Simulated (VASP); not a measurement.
# Ca3PbN (Pm-3m) in VASP: a series of runs, part 2 of 2

VASP 6.6.1. The steps go on from the part before.

### Step 3. Single point, PBEsol

Contents of INCAR:

```
SYSTEM = Ca3PbN
ALGO = Normal ; EDIFF = 1E-6
ENCUT = 520 ; GGA = PS
ISIF = 2 ; ISMEAR = -1
LASPH = .True. ; LCHARG = .False.
LREAL = .False. ; LWAVE = .False.
NBANDS = 32 ; NELM = 60
PREC = Accurate ; SIGMA = 0.3
```

Contents of KPOINTS:

```
k-points
0
Gamma
  3 3 3
  0 0 0
```

Contents of POSCAR:

```
Ca3PbN
1.0
    5.9539870000      0.0000000000      0.0000000000
    0.0000000000      5.9539870000      0.0000000000
    0.0000000000      0.0000000000      5.9539870000
Ca Pb N
3 1 1
Direct
    0.5000000000      0.5000000000      0.0000000000
    0.5000000000      0.0000000000      0.5000000000
    0.0000000000      0.5000000000      0.5000000000
    0.5000000000      0.5000000000      0.5000000000
    0.0000000000      0.0000000000      0.0000000000
```

Potentials or basis: VASP PAW PBE potentials, release 64 (Ca_sv, Pb_d, N).

Run with:

```
$ cat potpaw_PBE.64/Ca_sv/POTCAR potpaw_PBE.64/Pb_d/POTCAR potpaw_PBE.64/N/POTCAR > POTCAR
$ mpirun -np 1 vasp_std > vasp.out
```

OUTCAR:

```text
SYSTEM = Ca3PbN
   EDIFF = 1E-6
   ENCUT = 520
   GGA = PS
   ISIF = 2
   ISMEAR = -1
   LASPH = .True.
   LREAL = .False.
   NELM = 60
   PREC = Accurate

 ion  position               nearest neighbor table
   1  0.500  0.500  0.000-   4 2.98   4 2.98
   2  0.500  0.000  0.500-   4 2.98   4 2.98
   3  0.000  0.500  0.500-   4 2.98   4 2.98
   4  0.500  0.500  0.500-   1 2.98   2 2.98   3 2.98   1 2.98   2 2.98   3 2.98
   5  0.000  0.000  0.000-

  LATTYP: Found a simple cubic cell.
 ALAT       =     5.9539870000

  Lattice vectors:

 A1 = (   5.9539870000,   0.0000000000,   0.0000000000)
 A2 = (   0.0000000000,   5.9539870000,   0.0000000000)
 A3 = (   0.0000000000,   0.0000000000,   5.9539870000)

Analysis of symmetry for initial positions (statically):
=====================================================================
 Subroutine PRICEL returns:
[... 152 lines left out ...]
  free energy    TOTEN  =       -15.06008388 eV

  energy without entropy =      -13.86390947  energy(sigma->0) =      -14.46199668

 E-fermi :   1.2100     XC(G=0):  -7.3060

 val. band max:        0.8954381832   @ k =   0.3333   0.3333   0.0000
 cond. band min:       1.2468664796   @ k =   0.0000   0.0000   0.0000
 fundamental gap:      0.3514282964
 Fermi energy:         1.2100231102

 k-point     1 :       0.0000    0.0000    0.0000
  band No.  band energies     occupation
      1     -40.7904      2.00000
      2     -40.7852      2.00000
      3     -40.7852      2.00000
      4     -21.9041      2.00000
      5     -21.9041      2.00000
      6     -21.9041      2.00000
[... 129 lines left out ...]
     31       3.1336      0.00328
     32       3.5336      0.00087

------------------------ aborting loop because EDIFF is reached ----------------------------------------

  FORCE on cell =-STRESS in cart. coord.  units (eV):
  Direction    XX          YY          ZZ          XY          YZ          ZX
  --------------------------------------------------------------------------------------
  -------------------------------------------------------------------------------------
  Total       -1.7872853     -1.7872853     -1.7872853      0.0000000      0.0000000     -0.0000000
  in kB      -13.5669065    -13.5669065    -13.5669065      0.0000000      0.0000000     -0.0000000
  external PRESSURE =     -13.5669065 kB  Pullay stress =       0.0000000 kB

 VOLUME and BASIS-vectors are now :
 -----------------------------------------------------------------------------
  energy-cutoff  :      520.00
  volume of cell :      211.07
      direct lattice vectors                 reciprocal lattice vectors
     5.953987000  0.000000000  0.000000000     0.167954683  0.000000000  0.000000000
     0.000000000  5.953987000  0.000000000     0.000000000  0.167954683  0.000000000
     0.000000000  0.000000000  5.953987000     0.000000000  0.000000000  0.167954683

 POSITION                                       TOTAL-FORCE (eV/Angst)
 -----------------------------------------------------------------------------------
      2.97699      2.97699      0.00000         0.000000      0.000000      0.000000
      2.97699      0.00000      2.97699         0.000000      0.000000      0.000000
      0.00000      2.97699      2.97699         0.000000      0.000000      0.000000
      2.97699      2.97699      2.97699         0.000000      0.000000      0.000000
      0.00000      0.00000      0.00000         0.000000      0.000000      0.000000
 -----------------------------------------------------------------------------------
    total drift:                                0.000000     -0.000000     -0.000000

  FREE ENERGIE OF THE ION-ELECTRON SYSTEM (eV)
  ---------------------------------------------------
  free  energy   TOTEN  =       -15.0600838807 eV

  energy  without entropy=      -13.8639094747  energy(sigma->0) =      -14.46199668
```

OSZICAR:

```text
N       E                     dE             d eps       ncg     rms          rms(c)
DAV:   1     0.490680631228E+03    0.49068E+03   -0.22682E+04   256   0.139E+03
DAV:   2     0.292073423526E+02   -0.46147E+03   -0.45228E+03   256   0.416E+02
DAV:   3    -0.137477810251E+02   -0.42955E+02   -0.41245E+02   440   0.110E+02
DAV:   4    -0.174902364279E+02   -0.37425E+01   -0.36612E+01   352   0.283E+01
DAV:   5    -0.178548901527E+02   -0.36465E+00   -0.36400E+00   504   0.815E+00    0.117E+01
DAV:   6    -0.229466018319E+02   -0.50917E+01   -0.49747E+01   352   0.140E+01    0.184E+01
DAV:   7    -0.151133678331E+02    0.78332E+01   -0.25195E+01   304   0.629E+00    0.401E+00
DAV:   8    -0.151196776603E+02   -0.63098E-02   -0.27194E+00   352   0.541E+00    0.241E+00
DAV:   9    -0.150602943836E+02    0.59383E-01   -0.58481E-01   384   0.251E+00    0.912E-01
DAV:  10    -0.150591588627E+02    0.11355E-02   -0.79936E-02   432   0.845E-01    0.302E-01
DAV:  11    -0.150597575411E+02   -0.59868E-03   -0.10236E-02   360   0.313E-01    0.146E-01
DAV:  12    -0.150600592528E+02   -0.30171E-03   -0.20108E-03   352   0.180E-01    0.427E-02
DAV:  13    -0.150601109786E+02   -0.51726E-04   -0.36041E-04   416   0.662E-02    0.469E-02
DAV:  14    -0.150600832712E+02    0.27707E-04   -0.13852E-04   328   0.316E-02    0.350E-03
DAV:  15    -0.150600842144E+02   -0.94325E-06   -0.10061E-05   280   0.933E-03    0.559E-03
DAV:  16    -0.150600838807E+02    0.33369E-06   -0.44897E-06   272   0.481E-03
   1 F= -.15060084E+02 E0= -.14461997E+02  d E =-.119617E+01
```

stdout:

```text
POSCAR found type information on POSCAR CaPbN
 POSCAR found :  3 types and       5 ions
 scaLAPACK will be used
 -----------------------------------------------------------------------------
|                                                                             |
|                                                                             |
|     You enforced a specific xc type in the INCAR file but a different       |
|     I HOPE YOU KNOW WHAT YOU ARE DOING!                                     |
|                                                                             |
 -----------------------------------------------------------------------------

 LDA part: xc-table for (Slater+PW92), standard interpolation
 POSCAR, INCAR and KPOINTS ok, starting setup
 FFT: planning ... GRIDC
 FFT: planning ... GRID_SOFT
 FFT: planning ... GRID
 WAVECAR not read
 entering main loop
```

Run time: 98 s. Hardware: 1 thread of AMD EPYC 7R13, shared host; peak memory 0.3 GiB.

Results:

```yaml
Free_energy: -15.0601 eV
Pressure: -1.4 GPa
Band_gap_on_the_k_mesh: zero (an odd number of electrons rules out a gap without spin polarisation)
```

Caveat: so wide a smearing shifts energies and pressures; the PAW data sets were made with another functional, which shifts forces and pressure a little; spin-orbit coupling is left out, which moves the levels of the heavy elements.

### Step 4. Single point, PBEsol

Contents of INCAR:

```
  ALGO = Normal
  EDIFF = 1E-6
  ENCUT = 520
  GGA = PS
  ISIF = 2
  ISMEAR = -1
  LASPH = True
  LCHARG = False
  LREAL = False
  LWAVE = False
  NBANDS = 32
  NELM = 60
  PREC = Accurate
  SIGMA = 0.2
```

Contents of KPOINTS:

```
k-points
0
Gamma
  3 3 3
```

POSCAR is that of step 3.

Run with:

```
$ cat potpaw_PBE.64/Ca_sv/POTCAR potpaw_PBE.64/Pb_d/POTCAR potpaw_PBE.64/N/POTCAR > POTCAR
$ mpirun -np 1 vasp_std > vasp.out
```

Run time: 72 s. Hardware: 1 thread of AMD EPYC 7R13, shared host; peak memory 0.3 GiB.

Results (log left out):

| Property | Result |
| --- | --- |
| Free energy | -14.7224 eV |
| Pressure | -1.5 GPa |
| Band gap on the k mesh | zero (an odd number of electrons rules out a gap without spin polarisation) |

Levels at points of the mesh, in eV from the Fermi level:
```csv
k point,band 23,band 24,band 25,band 26,band 27,band 28
"(0.00, 0.00, 0.00)",-0.63,0.15,0.15,0.15,0.98,0.98
```

Caveat: the PAW data sets were made with another functional, which shifts forces and pressure a little; spin-orbit coupling is left out, which moves the levels of the heavy elements.

### Step 5. Single point, PBEsol

Contents of INCAR:

```
ALGO = Normal
EDIFF = 1E-7
ENCUT = 520
GGA = PS
ISIF = 2
ISMEAR = -1
LASPH = True
LCHARG = False
LREAL = False
LWAVE = False
NBANDS = 32
NELM = 80
PREC = Accurate
SIGMA = 0.1
```

KPOINTS is that of step 4.

POSCAR is that of step 4.

Run with:

```
$ cat potpaw_PBE.64/Ca_sv/POTCAR potpaw_PBE.64/Pb_d/POTCAR potpaw_PBE.64/N/POTCAR > POTCAR
$ mpirun -np 1 vasp_std > vasp.out
```

Run time: 87 s. Hardware: 1 thread of AMD EPYC 7R13, shared host; peak memory 0.3 GiB.

Results (log left out):

| Item | Value |
| --- | --- |
| Free energy | -14.4758 eV |
| Pressure | -1.6 GPa |
| Band gap on the k mesh | zero (an odd number of electrons rules out a gap without spin polarisation) |

Levels at points of the mesh, in eV from the Fermi level:
| k point | band 22 | band 23 | band 24 | band 25 | band 26 | band 27 | band 28 | band 29 |
| --- | --- | --- | --- | --- | --- | --- | --- | --- |
| (0.00, 0.00, 0.00) | -0.69 | -0.49 | 0.28 | 0.28 | 0.28 | 1.12 | 1.12 | 1.41 |

Caveat: the PAW data sets were made with another functional, which shifts forces and pressure a little; spin-orbit coupling is left out, which moves the levels of the heavy elements.

### Step 6. The runs side by side

| smearing | gap on the mesh (eV) | pressure (GPa) |
| --- | --- | --- |
| fermi-dirac 0.5 eV | none | -0.7 |
| fermi-dirac 0.3 eV | none | -1.4 |
| fermi-dirac 0.2 eV | none | -1.5 |
| fermi-dirac 0.1 eV | none | -1.6 |

Alike in all rows: task single point; level PBEsol; potentials or basis VASP PAW PBE potentials, release 64 (Ca_sv, Pb_d, N); no spin polarisation; cell as given; k mesh 3 × 3 × 3; cutoff (eV) 520.

Caveats: the PAW data sets were made with another functional, which shifts forces and pressure a little; spin-orbit coupling is left out, which moves the levels of the heavy elements; so wide a smearing shifts energies and pressures (at least some runs).

Total energies depend on the potentials used, so only differences within one code and one set of settings carry meaning.
